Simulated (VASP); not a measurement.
Set up this calculation in VASP 6.6.1, as the native input.

| Property | Result |
| --- | --- |
| Task | single point |
| Functional | PBE |
| Potentials or basis | VASP PAW PBE potentials, release 64 (Si) |
| Cutoff | 520 eV |
| k mesh | 12 × 12 × 6 |
| Occupations | gaussian, width 0.05 eV |
| Spin | no spin polarisation |
| Dipole correction | no |
| Further INCAR settings | ALGO = Normal; EDIFF = 1e-07; NBANDS = 16 |

The structure of Si lies in POSCAR:

```
Si
1.0
    3.7865833161      0.0000000000      0.0000000000
   -1.8932916580      3.2792773453      0.0000000000
    0.0000000000      0.0000000000      6.5833537533
Si
4
Direct
    0.3333333333      0.6666666667      0.0393645135
    0.6666666667      0.3333333333      0.5393645135
    0.3333333333      0.6666666667      0.4606354865
    0.6666666667      0.3333333333      0.9606354865
```

This isn't the form of Si at room conditions, which is diamond.

This cell differs from its parent crystal: atoms shifted along a free coordinate, c/a of the conventional cell at fixed volume 1.7386.

These files were run (other wordings do the same):

INCAR

```
SYSTEM = Si
PREC = Accurate
ENCUT = 520
EDIFF = 1E-7
ISMEAR = 0
SIGMA = 0.05
LREAL = .False.
LASPH = .True.
NELM = 80
ALGO = Normal
ISIF = 2
LWAVE = .False.
LCHARG = .False.
GGA = PE
NBANDS = 16
```

KPOINTS

```
Automatic mesh
0
Gamma
  12 12 6
  0 0 0
```

Potentials or basis: VASP PAW PBE potentials, release 64 (Si).

Command:

```console
$ cat potpaw_PBE.64/Si/POTCAR > POTCAR
$ mpirun -np 1 vasp_std > vasp.out
```

Results of the run:

```json
{"Pressure": "4.6 GPa", "Largest force": "2.199 eV/Å", "Band gap on the k mesh": "zero (bands 8 and 9 overlap by 0.62 eV)"}
```

Caveat: the cell stands under pressure; semilocal functionals underestimate gaps, so a narrow gap can read as zero; forces of over 1 eV/Å act on the atoms, so gaps and moduli don't describe the material at rest.

It took 110 s on 1 thread of Intel Xeon 8259CL, on a shared host, peak memory 0.22 GiB.
